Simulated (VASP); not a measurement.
Crystal: Li3SCl.

```
Cl S Li
1.0
     4.57898    0.00000    0.00000
     0.00000    4.57898    0.00000
     0.00000    0.00000    4.57898
Cl S Li
1 1 3
Direct
  0.00000 0.00000 0.00000
  0.50000 0.50000 0.50000
  0.50000 0.50000 0.00000
  0.50000 0.00000 0.50000
  0.00000 0.50000 0.50000
```

Base run:

- Program: VASP 6.6.1
- Functional: r2SCAN
- Potentials or basis: VASP PAW PBE potentials, release 64 (Cl, S, Li_sv)
- Cutoff: 520 eV
- k mesh: 4 × 4 × 4
- Occupations: gaussian, width 0.01 eV
- Spin: no spin polarisation

Its results: band gap on the k mesh 4.66 eV, direct.

Q: The run is repeated on the same cell with these changes: functional from r2SCAN to PBEsol. What comes out?

A: Band gap on the k mesh 3.94 eV, indirect (least direct gap 4.00 eV).

r2SCAN gives the wider gap, since meta-GGAs in the generalised Kohn-Sham scheme recover part of the derivative discontinuity.

A k mesh can miss the band edges.
